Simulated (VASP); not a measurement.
# Na (I4_1/amd) in VASP: further runs

Na is run at these levels: PBE; tasks: single point.

All numbers are computed with VASP 6.6.1; they aren't measurements. Logs are shortened: lines on timing, memory, paths and dates and some standing lists are left out, and cuts for length are marked.

## (1) The cell of the first run

It takes space group I4_1/amd (No. 141, tetragonal). The conventional cell has a = 6.527 Å, b = 6.527 Å, c = 3.560 Å, α = 90.00°, β = 90.00°, γ = 90.00°. Na (site symmetry -4m2) has 10 Na at 3.38 to 4.22 Å within 4.4 Å.

## (2) Single point, PBE

INCAR reads:

```
PREC     = Accurate       # precision mode
ENCUT    = 520            # plane-wave cutoff, eV
EDIFF    = 1E-7           # SCF threshold, eV
ISMEAR   = 0              # smearing method
SIGMA    = 0.1            # smearing width, eV
LREAL    = False          # projectors in reciprocal space
LASPH    = True           # aspherical terms in the spheres
NELM     = 100            # most SCF steps
ALGO     = Fast           # electronic algorithm
ISIF     = 2              # what is computed and relaxed
LWAVE    = False          # write WAVECAR
LCHARG   = False          # write CHGCAR
GGA      = PE             # functional
NBANDS   = 14             # bands
```

KPOINTS reads:

```
Automatic mesh
0
Gamma
  6 6 6
```

POSCAR reads:

```
Na
1.0
   -3.2633941077      3.2633941077      1.7802417262
    3.2633941077     -3.2633941077      1.7802417262
    3.2633941077      3.2633941077     -1.7802417262
Na
2
Direct
    0.0000000000      0.0000000000      0.0000000000
    0.7500000000      0.2500000000      0.5000000000
```

Potentials or basis: VASP PAW PBE potentials, release 64 (Na_pv).

Started as:

```sh
$ cat potpaw_PBE.64/Na_pv/POTCAR > POTCAR
$ mpirun -np 1 vasp_std > vasp.out
```

OUTCAR:

```text
PREC = Accurate
   ENCUT = 520
   EDIFF = 1E-7
   ISMEAR = 0
   LREAL = False
   LASPH = True
   NELM = 100
   ISIF = 2
   GGA = PE

 ion  position               nearest neighbor table
   1  0.000  0.000  0.000-
   2  0.750  0.250  0.500-

  LATTYP: Found a body centered tetragonal cell.
 ALAT       =     6.5267882154
 C/A-ratio  =     0.5455184594

  Lattice vectors:

 A1 = (  -3.2633941077,   3.2633941077,   1.7802417262)
 A2 = (   3.2633941077,  -3.2633941077,   1.7802417262)
 A3 = (   3.2633941077,   3.2633941077,  -1.7802417262)

Analysis of symmetry for initial positions (statically):
=====================================================================
 Subroutine PRICEL returns:
 Original cell was already a primitive cell.

 Routine SETGRP: Setting up the symmetry group for a
 body centered tetragonal supercell.

 Subroutine GETGRP returns: Found 16 space group operations
 (whereof  8 operations were pure point group operations)
 out of a pool of 16 trial point group operations.

The static configuration has the point symmetry D_2d.
 The point group associated with its full space group is D_4h.

Analysis of symmetry for dynamics (positions and initial velocities):
=====================================================================
 Subroutine PRICEL returns:
 Original cell was already a primitive cell.

 Routine SETGRP: Setting up the symmetry group for a
 body centered tetragonal supercell.

 Subroutine GETGRP returns: Found 16 space group operations
 (whereof  8 operations were pure point group operations)
 out of a pool of 16 trial point group operations.

The dynamic configuration has the point symmetry D_2d.
 The point group associated with its full space group is D_4h.

 Subroutine INISYM returns: Found 16 space group operations
 (whereof  8 operations are pure point group operations),
 and found     1 'primitive' translations

----------------------------------------------------------------------------------------

                                     Primitive cell

  volume of cell :      75.8365

  direct lattice vectors                    reciprocal lattice vectors
    -3.263394108  3.263394108  1.780241726     0.000000000  0.153214716  0.280860735
     3.263394108 -3.263394108  1.780241726     0.153214716  0.000000000  0.280860735
     3.263394108  3.263394108 -1.780241726     0.153214716  0.153214716  0.000000000

  length of vectors
     4.946589007  4.946589007  4.946589007     0.319933589  0.319933589  0.216678329

  position of ions in fractional coordinates (direct lattice)
     0.000000000  0.000000000  0.000000000
     0.750000000  0.250000000  0.500000000

  ion indices of the primitive-cell ions
   primitive index   ion index
                 1           1
                 2           2

----------------------------------------------------------------------------------------

 KPOINTS: Automatic mesh

Automatic generation of k-mesh.
 Grid dimensions read from file:
 generate k-points for:    6    6    6

 Generating k-lattice:

  Cartesian coordinates                     Fractional coordinates (reciprocal lattice)
     0.000000000  0.025535786  0.046810123     0.166666667  0.000000000  0.000000000
     0.025535786  0.000000000  0.046810123     0.000000000  0.166666667  0.000000000
     0.025535786  0.025535786  0.000000000     0.000000000  0.000000000  0.166666667

  Length of vectors
     0.053322265  0.053322265  0.036113055

  Shift w.r.t. Gamma in fractional coordinates (k-lattice)
     0.000000000  0.000000000  0.000000000

 Subroutine IBZKPT returns following result:
 ===========================================

 Found     30 irreducible k-points:

 Following reciprocal coordinates:
            Coordinates               Weight
  0.000000  0.000000  0.000000      1.000000
  0.166667 -0.000000  0.000000      8.000000
  0.333333  0.000000 -0.000000      8.000000
  0.500000  0.000000  0.000000      4.000000
  0.166667  0.166667  0.000000      8.000000
  0.333333  0.166667 -0.000000     16.000000
[... 16 lines left out ...]
 -0.333333 -0.333333  0.166667      8.000000
 -0.166667 -0.333333  0.166667      8.000000
 [... further k-points ...]
   k-points           NKPTS =     30   k-points in BZ     NKDIM =     30   number of bands    NBANDS=     14
   number of dos      NEDOS =    301   number of ions     NIONS =      2
   total plane-waves  NPLWV =  64000
   dimension x,y,z NGX =    40 NGY =   40 NGZ =   40
   dimension x,y,z NGXF=    80 NGYF=   80 NGZF=   80
   ions per type =               2
   NGX,Y,Z   is equivalent  to a cutoff of  13.44, 13.44, 13.44 a.u.
   NGXF,Y,Z  is equivalent  to a cutoff of  26.89, 26.89, 26.89 a.u.
 SYSTEM =  unknown system
   PREC   = accura    normal or accurate (medium, high low for compatibility)
   ISTART =      0    job   : 0-new  1-cont  2-samecut
   ICHARG =      2    charge: 1-file 2-atom 10-const
   ISPIN  =      1    spin polarized calculation?
   LNONCOLLINEAR =      F non collinear calculations
   LSORBIT =      F    spin-orbit coupling
   LASPH  =      T    aspherical Exc in radial PAW
   ENCUT  =  520.0 eV  38.22 Ry    6.18 a.u.   9.20  9.20  9.20*2*pi/ulx,y,z
   NELM   =    100;   NELMIN=  2; NELMDL= -5     # of ELM steps
   EDIFF  = 0.1E-06   stopping-criterion for ELM
   LREAL  =      F    real-space projection
   EDIFFG = 0.1E-05   stopping-criterion for IOM
   NSW    =      0    number of steps for IOM
   IBRION =     -1    ionic relax: 0-MD 1-quasi-New 2-CG
   NFREE  =      0    steps in history (QN), initial steepest desc. (CG)
   ISIF   =      2    stress and relaxation
   ISYM   =      2    0-nonsym 1-usesym 2-fastsym
   POTIM  = 0.5000    time-step for ionic-motion
   TEBEG  =    0.0;   TEEND  =   0.0 temperature during run
   PSTRESS=    0.0 pullay stress
   NELECT =      14.0000    total number of electrons
   NUPDOWN=      -1.0000    fix difference up-down
   EMIN   =  10.00;   EMAX   =-10.00  energy-range for DOS
   EFERMI =   0.00;   METHOD = LEGACY
   ISMEAR =     0;   SIGMA  =   0.10  broadening in eV -4-tet -1-fermi 0-gaus
   EFERMI_NEDOS =   21; number of points for ismear=-14 and -15
   IALGO  =     68    algorithm
   IMIX   =      4    mixing-type and parameters
     AMIX     =   0.40;   BMIX     =  1.00
     AMIX_MAG =   1.60;   BMIX_MAG =  1.00
  volume/ion in A,a.u.               =      37.92       255.88
  Fermi-wavevector in a.u.,A,eV,Ry     =   0.932162  1.761531 11.822462  0.868926
  Thomas-Fermi vector in A             =   2.058731
   LORBIT       =      0    0 simple, 1 ext, 2 COOP (PROOUT), +10 PAW based schemes
   GGA     = PE    functional components
   LHFCALC =     F    Hartree Fock is set to
   AEXX    =    0.0000 exact exchange contribution
   IVDW    =     0    specifies the selected vdW correction
   LEPSILON=     F    determine dielectric tensor
   LRPA    =     F    only Hartree local field effects (RPA)
 non-spin polarized calculation
 RMM-DIIS sequential band-by-band and
 Gauss-broadening in eV      SIGMA  =   0.10
  energy-cutoff  :      520.00
  volume of cell :       75.84
 maximum number of plane-waves:      2070
 NGX is ok and might be reduce to    40
   NGX = 19   NGY = 19   NGZ = 19

 number of electron      13.9999996 magnetization

 Free energy of the ion-electron system (eV)
  ---------------------------------------------------
  ext. energy  EPLUGINS =         0.00000000
  ---------------------------------------------------
  free energy    TOTEN  =        -2.45526608 eV

  energy without entropy =       -2.44707243  energy(sigma->0) =       -2.45116926

 E-fermi :   0.2674     XC(G=0):  -6.4388

 val. band max:        0.2317887484   @ k =  -0.3333   0.5000   0.1667
 cond. band min:       0.3333776102   @ k =   0.3333   0.3333  -0.0000
 fundamental gap:      0.1015888618
 Fermi energy:         0.2673544109

 k-point     1 :       0.0000    0.0000    0.0000
  band No.  band energies     occupation
      1     -24.7913      2.00000
      2     -24.7913      2.00000
      3     -24.7501      2.00000
      4     -24.7495      2.00000
      5     -24.7488      2.00000
      6     -24.7488      2.00000
      7      -2.9574      2.00000
      8       3.7383      0.00000
      9       3.7383      0.00000
     10       3.7782      0.00000
     11       4.8161      0.00000
     12       9.3498      0.00000
     13      10.1650      0.00000
     14      10.8753      0.00000

 k-point     2 :       0.1667   -0.0000    0.0000
  band No.  band energies     occupation
      1     -24.7907      2.00000
      2     -24.7876      2.00000
      3     -24.7587      2.00000
      4     -24.7571      2.00000
      5     -24.7502      2.00000
      6     -24.7482      2.00000
      7      -2.5166      2.00000
      8       3.0541      0.00000
      9       3.4154      0.00000
     10       5.2692      0.00000
     11       5.7581      0.00000
     12       7.5006      0.00000
     13       8.3005      0.00000
     14       8.4148      0.00000

 k-point     3 :       0.3333    0.0000   -0.0000
  band No.  band energies     occupation
      1     -24.7894      2.00000
      2     -24.7825      2.00000
      3     -24.7747      2.00000
      4     -24.7682      2.00000
      5     -24.7558      2.00000
      6     -24.7469      2.00000
      7      -1.2156      2.00000
      8       3.1515      0.00000
      9       3.3679      0.00000
     10       3.9742      0.00000
     11       5.7635      0.00000
     12       6.1399      0.00000
     13       7.5963      0.00000
     14       7.8374      0.00000

 k-point     4 :       0.5000    0.0000    0.0000
  band No.  band energies     occupation
      1     -24.7888      2.00000
      2     -24.7860      2.00000
      3     -24.7819      2.00000
      4     -24.7654      2.00000
      5     -24.7615      2.00000
      6     -24.7463      2.00000
      7       0.7616      0.00000
      8       1.0295      0.00000
      9       4.0170      0.00000
     10       4.0877      0.00000
     11       4.1695      0.00000
     12       4.9702      0.00000
     13       7.6701      0.00000
     14       7.6757      0.00000

 k-point     5 :       0.1667    0.1667    0.0000
  band No.  band energies     occupation
      1     -24.7877      2.00000
      2     -24.7862      2.00000
      3     -24.7720      2.00000
      4     -24.7720      2.00000
      5     -24.7502      2.00000
      6     -24.7491      2.00000
      7      -1.4125      2.00000
      8       3.1190      0.00000
      9       4.5750      0.00000
     10       4.7039      0.00000
     11       5.0811      0.00000
[... 276 lines left out ...]
 k-point    22 :      -0.1667    0.5000    0.1667
  band No.  band energies     occupation
      1     -24.7912      2.00000
      2     -24.7852      2.00000
      3     -24.7736      2.00000
      4     -24.7696      2.00000
      5     -24.7534      2.00000
      6     -24.7457      2.00000
      7      -0.0490      1.99999
      8       2.0512      0.00000
      9       2.2721      0.00000
     10       2.8633      0.00000
     11       4.5219      0.00000
     12       6.8683      0.00000
     13       7.4245      0.00000
     14      10.7758      0.00000

 k-point    23 :      -0.3333   -0.3333    0.1667
  band No.  band energies     occupation
      1     -24.7907      2.00000
      2     -24.7890      2.00000
      3     -24.7729      2.00000
      4     -24.7713      2.00000
      5     -24.7479      2.00000
      6     -24.7470      2.00000
      7       0.8925      0.00000
      8       0.9050      0.00000
      9       2.4103      0.00000
     10       3.1851      0.00000
     11       3.3714      0.00000
     12       6.9267      0.00000
     13       8.6482      0.00000
     14       9.6994      0.00000

 k-point    24 :      -0.1667   -0.3333    0.1667
  band No.  band energies     occupation
      1     -24.7889      2.00000
      2     -24.7886      2.00000
      3     -24.7801      2.00000
      4     -24.7777      2.00000
      5     -24.7484      2.00000
      6     -24.7462      2.00000
      7       0.1193      1.96370
      8       2.4055      0.00000
      9       3.3164      0.00000
     10       3.7573      0.00000
     11       4.6572      0.00000
     12       5.5224      0.00000
     13       6.0464      0.00000
     14       7.7687      0.00000

 [... further k-points ...]

------------------------ aborting loop because EDIFF is reached ----------------------------------------

  FORCE on cell =-STRESS in cart. coord.  units (eV):
  Direction    XX          YY          ZZ          XY          YZ          ZX
  --------------------------------------------------------------------------------------
  -------------------------------------------------------------------------------------
  Total        0.0634871      0.0634871     -0.1470571      0.0000000      0.0000000      0.0000000
  in kB        1.3412766      1.3412766     -3.1068367      0.0000000      0.0000000      0.0000000
  external PRESSURE =      -0.1414279 kB  Pullay stress =       0.0000000 kB

 VOLUME and BASIS-vectors are now :
 -----------------------------------------------------------------------------
  energy-cutoff  :      520.00
  volume of cell :       75.84
      direct lattice vectors                 reciprocal lattice vectors
    -3.263394108  3.263394108  1.780241726     0.000000000  0.153214716  0.280860735
     3.263394108 -3.263394108  1.780241726     0.153214716  0.000000000  0.280860735
     3.263394108  3.263394108 -1.780241726     0.153214716  0.153214716  0.000000000

 POSITION                                       TOTAL-FORCE (eV/Angst)
 -----------------------------------------------------------------------------------
      0.00000      0.00000      0.00000         0.000000      0.000000      0.000000
      0.00000      3.26339      0.89012        -0.000000     -0.000000     -0.000000
 -----------------------------------------------------------------------------------
    total drift:                               -0.000000      0.000000     -0.000000

  FREE ENERGIE OF THE ION-ELECTRON SYSTEM (eV)
  ---------------------------------------------------
  free  energy   TOTEN  =        -2.4552660787 eV

  energy  without entropy=       -2.4470724335  energy(sigma->0) =       -2.45116926
```

Run time: 64 s. Hardware: 1 thread of Oxide Virtual Turin-like, shared host; peak memory 0.19 GiB.

Results:

| Quantity | Value |
| --- | --- |
| Free energy | -2.4553 eV |
| Pressure | 0.0 GPa |
| Band gap on the k mesh | zero (band 7 reaches 1.69 eV, above the bottom of band 8 at -1.16 eV) |

[end of part 1 of 2]
